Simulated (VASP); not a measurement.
# Al (P6/mmm) in VASP: settings compared, part 2 of 2

VASP 6.6.1.

**5. Single point, B3LYP**

This run uses another cell than the first one, of 25.78 Å³/atom.

Input file POSCAR:

```
Al
1.0
    4.5784203871      0.0000029069      0.0000000000
   -2.2892127110      3.9650269110      0.0000000000
    0.0000000000      0.0000000000      2.8405093134
Al
2
Direct
    0.3333333333      0.6666666667      0.5000000000
    0.6666666667      0.3333333333      0.5000000000
```

Input file INCAR.step1:

```
SYSTEM = Al
  ALGO = Normal
  EDIFF = 1E-5
  ENCUT = 520
  GGA = PE
  ISIF = 2
  ISMEAR = -1
  LASPH = .True.
  LCHARG = .False.
  LREAL = .False.
  LWAVE = .True.
  NBANDS = 10
  NELM = 60
  PREC = Accurate
  SIGMA = 0.05
```

Input file INCAR.step2:

```
SYSTEM = Al
  AEXX = 0.2
  AGGAC = 0.81
  AGGAX = 0.72
  ALDAC = 0.19
  ALGO = Normal
  EDIFF = 1E-6
  ENCUT = 520
  GGA = B3
  ISIF = 2
  ISMEAR = -1
  ISTART = 1
  LASPH = .True.
  LCHARG = .False.
  LHFCALC = .True.
  LREAL = .False.
  LWAVE = .False.
  NBANDS = 10
  NELM = 60
  PREC = Accurate
  PRECFOCK = Normal
  SIGMA = 0.05
```

Input file KPOINTS:

```
k-points
0
Gamma
  4 4 5
  0 0 0
```

Potentials or basis: VASP PAW PBE potentials, release 64 (Al).

On the command line:

```console
$ cat potpaw_PBE.64/Al/POTCAR > POTCAR
$ cp INCAR.step1 INCAR
$ mpirun -np 1 vasp_std > vasp.out
$ cp INCAR.step2 INCAR
$ mpirun -np 1 vasp_std > vasp.out
```

OUTCAR:

```text
SYSTEM = Al
   AEXX = 0.2
   EDIFF = 1E-6
   ENCUT = 520
   GGA = B3
   ISIF = 2
   ISMEAR = -1
   ISTART = 1
   LASPH = .True.
   LHFCALC = .True.
   LREAL = .False.
   NELM = 60
   PREC = Accurate
   PRECFOCK = Normal

 ion  position               nearest neighbor table
   1  0.333  0.667  0.500-   2 2.64   2 2.64   2 2.64
   2  0.667  0.333  0.500-   1 2.64   1 2.64   1 2.64

  LATTYP: Found a hexagonal cell.
 ALAT       =     4.5784203871
 C/A-ratio  =     0.6204125164

  Lattice vectors:

 A1 = (   4.5784203871,   0.0000029069,   0.0000000000)
 A2 = (  -2.2892127110,   3.9650269110,   0.0000000000)
 A3 = (   0.0000000000,   0.0000000000,   2.8405093134)

Analysis of symmetry for initial positions (statically):
=====================================================================
 Subroutine PRICEL returns:
 Original cell was already a primitive cell.

 Routine SETGRP: Setting up the symmetry group for a
 hexagonal supercell.

 Subroutine GETGRP returns: Found 24 space group operations
 (whereof 24 operations were pure point group operations)
 out of a pool of 24 trial point group operations.

The static configuration has the point symmetry D_6h.

Analysis of symmetry for dynamics (positions and initial velocities):
=====================================================================
 Subroutine PRICEL returns:
 Original cell was already a primitive cell.

 Routine SETGRP: Setting up the symmetry group for a
 hexagonal supercell.

 Subroutine GETGRP returns: Found 24 space group operations
 (whereof 24 operations were pure point group operations)
 out of a pool of 24 trial point group operations.

The dynamic configuration has the point symmetry D_6h.

 Subroutine INISYM returns: Found 24 space group operations
 (whereof 24 operations are pure point group operations),
[... 111 lines left out ...]
   ENCUT4O =  -1.0   cutoff for four orbital integrals eV
   NKREDX  =     1    reduce k-point grid by
   NKREDY  =     1    reduce k-point grid by
   NKREDZ  =     1    reduce k-point grid by
   AEXX    =    0.2000 exact exchange contribution
   HFSCREEN=    0.0000 screening length (either q_TF or 0.3 A-1)
   HFSCREENC=   0.0000 screening length for correlation (either q_TF or 0.3 A-1)
   ENCUTFOCK=  -1.0 apply spherical cutoff to Coloumb kernel
   IVDW    =     0    specifies the selected vdW correction
   LEPSILON=     F    determine dielectric tensor
   LRPA    =     F    only Hartree local field effects (RPA)
 non-spin polarized calculation
  energy-cutoff  :      520.00
  volume of cell :       51.57
 maximum number of plane-waves:      1432
 NGX is ok and might be reduce to    36
  NGX = 28; NGY = 28; NGZ = 16

 number of electron       6.0000000 magnetization

 Free energy of the ion-electron system (eV)
  ---------------------------------------------------
  ext. energy  EPLUGINS =         0.00000000
  ---------------------------------------------------
  free energy    TOTEN  =        -6.18923496 eV

  energy without entropy =       -6.17872060  energy(sigma->0) =       -6.18397778

 E-fermi :   3.6679     XC(G=0):  -6.5510

 val. band max:        3.2169357313   @ k =   0.0000   0.0000   0.0000
 cond. band min:       3.6856512464   @ k =   0.2500   0.2500   0.4000
 fundamental gap:      0.4687155150
 Fermi energy:         3.6679357287

 k-point     1 :       0.0000    0.0000    0.0000
  band No.  band energies     occupation
      1      -6.0496      2.00000
      2       2.7168      2.00000
      3       2.7168      2.00000
      4       3.2169      1.99976
      5       6.9111      0.00000
      6       6.9111      0.00000
      7      10.2894      0.00000
      8      13.1358      0.00000
      9      14.2237      0.00000
     10      19.3816      0.00000
[... 131 lines left out ...]
 k-point    12 :       0.2500    0.2500    0.4000
  band No.  band energies     occupation
      1      -1.3364      2.00000
      2       0.6918      2.00000
      3       2.8602      2.00000
      4       3.6857      0.82468
      5       5.1685      0.00000
      6       8.8415      0.00000
      7      10.5710      0.00000
      8      10.6975      0.00000
      9      14.0483      0.00000
     10      14.4792      0.00000

------------------------ aborting loop because EDIFF is reached ----------------------------------------

  FORCE on cell =-STRESS in cart. coord.  units (eV):
  Direction    XX          YY          ZZ          XY          YZ          ZX
  --------------------------------------------------------------------------------------
  -------------------------------------------------------------------------------------
  Total       -0.3760552     -0.3760552      0.6873419      0.0000000     -0.0000000      0.0000000
  in kB      -11.6843335    -11.6843335     21.3562617      0.0000000     -0.0000000      0.0000000
  external PRESSURE =      -0.6708018 kB  Pullay stress =       0.0000000 kB

 VOLUME and BASIS-vectors are now :
 -----------------------------------------------------------------------------
  energy-cutoff  :      520.00
  volume of cell :       51.57
      direct lattice vectors                 reciprocal lattice vectors
     4.578420387  0.000002907  0.000000000     0.218415862  0.126102641  0.000000000
    -2.289212711  3.965026911  0.000000000    -0.000000160  0.252205005  0.000000000
     0.000000000  0.000000000  2.840509313     0.000000000  0.000000000  0.352049541

 POSITION                                       TOTAL-FORCE (eV/Angst)
 -----------------------------------------------------------------------------------
     -0.00000      2.64335      1.42025        -0.000000     -0.000000      0.000000
      2.28921      1.32168      1.42025         0.000000      0.000000     -0.000000
 -----------------------------------------------------------------------------------
    total drift:                                0.000000     -0.000000      0.000000

  FREE ENERGIE OF THE ION-ELECTRON SYSTEM (eV)
  ---------------------------------------------------
  free  energy   TOTEN  =        -6.1892349551 eV

  energy  without entropy=       -6.1787206028  energy(sigma->0) =       -6.18397778
```

OSZICAR.step1:

```text
N       E                     dE             d eps       ncg     rms          rms(c)
DAV:   1     0.141015086430E+01    0.14102E+01   -0.18918E+03   240   0.421E+02
DAV:   2    -0.615640648209E+01   -0.75666E+01   -0.70221E+01   318   0.503E+01
DAV:   3    -0.644349302991E+01   -0.28709E+00   -0.28579E+00   300   0.744E+00
DAV:   4    -0.644680064497E+01   -0.33076E-02   -0.33075E-02   298   0.990E-01
DAV:   5    -0.644684953016E+01   -0.48885E-04   -0.48885E-04   294   0.117E-01    0.165E+00
DAV:   6    -0.643654777772E+01    0.10302E-01   -0.43895E-03   276   0.276E-01    0.102E+00
DAV:   7    -0.642972662866E+01    0.68211E-02   -0.12227E-02   272   0.503E-01    0.120E-01
DAV:   8    -0.643055684211E+01   -0.83021E-03   -0.11695E-03   266   0.147E-01    0.350E-02
DAV:   9    -0.643066415602E+01   -0.10731E-03   -0.17648E-04   266   0.577E-02    0.828E-03
DAV:  10    -0.643066425112E+01   -0.95100E-07   -0.20078E-06   200   0.927E-03
   1 F= -.64306643E+01 E0= -.64250265E+01  d E =-.112755E-01
```

Run time: 1.8 min. Hardware: 1 thread of AMD EPYC 7R13 (Zen 3), shared host; peak memory 0.14 GiB.

Results:

```yaml
Free_energy: -6.1892 eV
Pressure: -0.1 GPa
Band_gap_on_the_k_mesh: zero (bands 3 and 4 overlap by 2.61 eV)
```

Levels at points of the mesh, in eV from the Fermi level:
```csv
k point,band 1,band 2,band 3,band 4,band 5,band 6,band 7,band 8
"(0.00, 0.00, 0.00)",-9.72,-0.95,-0.95,-0.45,3.24,3.24,6.62,9.47
"(0.50, 0.00, 0.00)",-8.01,-6.48,-2.13,0.99,8.02,8.48,8.65,9.08
```

Caveat: the k points lie up to 0.44 Å⁻¹ apart, too coarse for converged energies and pressures of a metal; the PAW data sets were made with another functional, which shifts forces and pressure a little.

**6. Summary**

| level | cell | share of exact exchange | screening parameter | gap on the mesh (eV) | pressure (GPa) |
| --- | --- | --- | --- | --- | --- |
| PBE0 | a = 4.535, b = 4.535, c = 2.782 Å, angles 90.0, 90.0, 120.0°, 2 atoms | 0.25 | - | none | -0.3 |
| PBEsol-based global hybrid with 25 % exact exchange | a = 4.514, b = 4.514, c = 2.768 Å, angles 90.0, 90.0, 120.0°, 2 atoms | 0.25 | - | none | -0.2 |
| HSE06 | a = 4.484, b = 4.484, c = 2.839 Å, angles 90.0, 90.0, 120.0°, 2 atoms | 0.25 | 0.2079 1/Å | none | -0.1 |
| B3LYP | a = 4.578, b = 4.578, c = 2.841 Å, angles 90.0, 90.0, 120.0°, 2 atoms | 0.2 | - | none | -0.1 |

Alike in all rows: task single point; potentials or basis VASP PAW PBE potentials, release 64 (Al); no spin polarisation; k mesh 4 × 4 × 5; cutoff (eV) 520; smearing fermi-dirac 0.05 eV.

Caveats: all runs use coarse meshes; the PAW data sets were made with another functional, which shifts forces and pressure a little.

Absolute energies hang on the potentials; compare differences alone.

The gap in the log of VASP goes by the Fermi energy; the results here count the filled bands.